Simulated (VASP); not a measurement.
Set up this calculation in VASP 6.6.1, as the native input.

* Task: single point
* Functional: PBE
* Potentials or basis: VASP PAW PBE potentials, release 64 (Pb_d, Se)
* Cutoff: 500 eV
* k mesh: 10 × 10 × 10
* Occupations: gaussian, width 0.1 eV
* Spin: no spin polarisation
* Dipole correction: no
* Further INCAR settings: ALGO = Normal; EDIFF = 1e-06; NBANDS = 17

The structure of PbSe lies in POSCAR:

```
PbSe
1.0
    3.7155987125     -0.0037464788      0.0007190212
   -0.0037464788      3.7495062376     -0.0009460805
    0.0007190212     -0.0009460805      3.7384181741
Pb Se
1 1
Direct
   -0.0120549995     -0.0048648080     -0.0090769232
    0.5120549995      0.5048648080      0.5090769232
```

This cell differs from its parent crystal: atoms moved at random and the cell strained at random.

These files were run (other wordings do the same):

INCAR

```
SYSTEM = PbSe
PREC = Accurate
ENCUT = 500
EDIFF = 1E-6
ISMEAR = 0
SIGMA = 0.1
LREAL = .False.
LASPH = .True.
NELM = 120
ALGO = Normal
ISIF = 2
LWAVE = .False.
LCHARG = .False.
GGA = PE
NBANDS = 17
GGA_COMPAT = .False.
```

KPOINTS

```
Automatic mesh
0
Gamma
  10 10 10
  0 0 0
```

Potentials or basis: VASP PAW PBE potentials, release 64 (Pb_d, Se).

Command:

```console
$ cat potpaw_PBE.64/Pb_d/POTCAR potpaw_PBE.64/Se/POTCAR > POTCAR
$ mpirun -np 1 vasp_std > vasp.out
```

Results of the run:

```json
{
 "Pressure": "2.3 GPa",
 "Largest force": "0.059 eV/Å",
 "Band gap on the k mesh": "zero (band 10 reaches 5.86 eV, above the bottom of band 11 at 5.05 eV)"
}
```

Caveat: the cell differs from its parent crystal (atoms moved at random and the cell strained at random); spin-orbit coupling is left out, which moves the levels of the heavy elements.

It took 3.7 min on 1 thread of Intel(R) Xeon(R) Platinum 8259CL CPU @ 2.50GHz (Skylake/Cascade Lake), on a shared host, peak memory 0.51 GiB.
